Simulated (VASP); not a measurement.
Runs of VASP 6.6.1 on Na. The structure is that of space group Im-3m (No. 229), or close to it. The cells are those of the table. 

| task | cell | cutoff (eV) | gap on the mesh (eV) | pressure (GPa) |
| --- | --- | --- | --- | --- |
| single point | a = 2.643 Å, angles 70.5, 109.5, 70.5°, 1 atom | 520 | none | (a) |
| relaxation of cell and atoms | relaxed to 15 GPa from a = 3.707 Å, angles 70.5, 109.5, 70.5°, 1 atom | 600 | none | 15.0 |
| single point | a = 3.632 Å, angles 70.5, 109.5, 70.5°, 1 atom | 520 | none | 0.0 |
| relaxation of cell and atoms | relaxed to 30 GPa from a = 3.707 Å, angles 70.5, 109.5, 70.5°, 1 atom | 600 | none | 30.0 |
| single point | a = 2.963 Å, angles 70.5, 109.5, 70.5°, 1 atom | 520 | none | 15.0 |
| single point | a = 2.763 Å, angles 70.5, 109.5, 70.5°, 1 atom | 520 | none | 29.9 |
| relaxation of cell and atoms | relaxed from a = 3.707 Å, angles 70.5, 109.5, 70.5°, 1 atom | 600 | none | 0.0 |

Alike in all rows: level PBE; potentials or basis VASP PAW PBE potentials, release 64 (Na_pv); no spin polarisation; k mesh 7 × 7 × 7; smearing fermi-dirac 0.1 eV.

Q: Estimate the missing entries.

A: (a) 45.2.

Caveats: some runs use coarse meshes; the cell is relaxed towards a set pressure, so the enthalpy falls and the energy may rise (some runs).

A gap of «none» marks levels without a gap at the run's occupations.
